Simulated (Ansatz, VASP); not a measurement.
# One calculation of KI, two programs

File INCAR:

```
SYSTEM = KI
PREC     = Accurate       ! precision mode
ENCUT    = 520            ! plane-wave cutoff, eV
EDIFF    = 1E-6           ! SCF threshold, eV
ISMEAR   = 0              ! smearing method
SIGMA    = 0.05           ! smearing width, eV
LREAL    = .FALSE.        ! projectors in reciprocal space
LASPH    = .TRUE.         ! aspherical terms in the spheres
NELM     = 100            ! most SCF steps
ALGO     = Normal         ! electronic algorithm
ISIF     = 2              ! what is computed and relaxed
LWAVE    = .FALSE.        ! write WAVECAR
LCHARG   = .TRUE.         ! write CHGCAR
GGA      = PE             ! functional
LELF     = .TRUE.         ! ELF
LVHAR    = .TRUE.       
NBANDS   = 15             ! bands
```

Contents of KPOINTS:

```
Automatic mesh
0
G
  6 6 6
  0 0 0
```

File POSCAR:

```
KI
1.0
    0.0000000000      3.7308188998      3.5873258652
    3.7308188998      0.0000000000      3.5873258652
    3.7308188998      3.7308188998      0.0000000000
K I
1 1
Direct
    0.0000000000      0.0000000000      0.0000000000
    0.5000000000      0.5000000000      0.5000000000
```

Input for Ansatz:

```yaml
crystal:
  lattice:
    - [0.0, 3.7308188998, 3.5873258652]
    - [3.7308188998, 0.0, 3.5873258652]
    - [3.7308188998, 3.7308188998, 0.0]
  atoms:
    - { symbol: K, position: [0.0, 0.0, 0.0] }
    - { symbol: I, position: [0.5, 0.5, 0.5] }
basis:
  ecutwfc: 420
kpoints:
  mp_grid: { grid: [6, 6, 6] }
hamiltonian:
  xc: pbe
scf:
  occupations: { method: gaussian, width: 0.05 }
output:
  forces: true
  stress: true
  eigenvalues: true
  write_density: true
  write_potential: true
  elf: true
  volumetric_format: npy
```

Change from the starting cell: mode 6 frozen in at -0.000 Å, equal normal strain along x and y +0.0400.

Alike in both runs: task single point; functional PBE; k mesh 6 × 6 × 6; occupations gaussian, width 0.05 eV; no spin polarisation.

|  | VASP | Ansatz |
| --- | --- | --- |
| version | VASP 6.6.1 | Ansatz 0.2.0 |
| potentials or method | VASP PAW PBE potentials, release 64 (K_sv, I), cutoff 520 eV | scalar-relativistic, plane waves, PAW |
| valence electrons in the cell | 16 | 26 |

```csv
,VASP,Ansatz,Ansatz less VASP
gap on the k mesh at the Fermi level (eV),3.69,3.70,+0.004
least direct gap on the mesh (eV),3.69,3.70,+0.004
pressure (GPa),-0.6,-0.6,-0.02
"traceless stress, the component that is largest in VASP (GPa)",0.37,0.37,-0.005
```

The functional is the same, so the differences come from potentials, cutoffs and numerics. VASP's potentials hold 16 valence electrons a cell and Ansatz's 26, so a difference there can come from the potentials and not from the codes.

Neither program's run includes spin-orbit coupling.
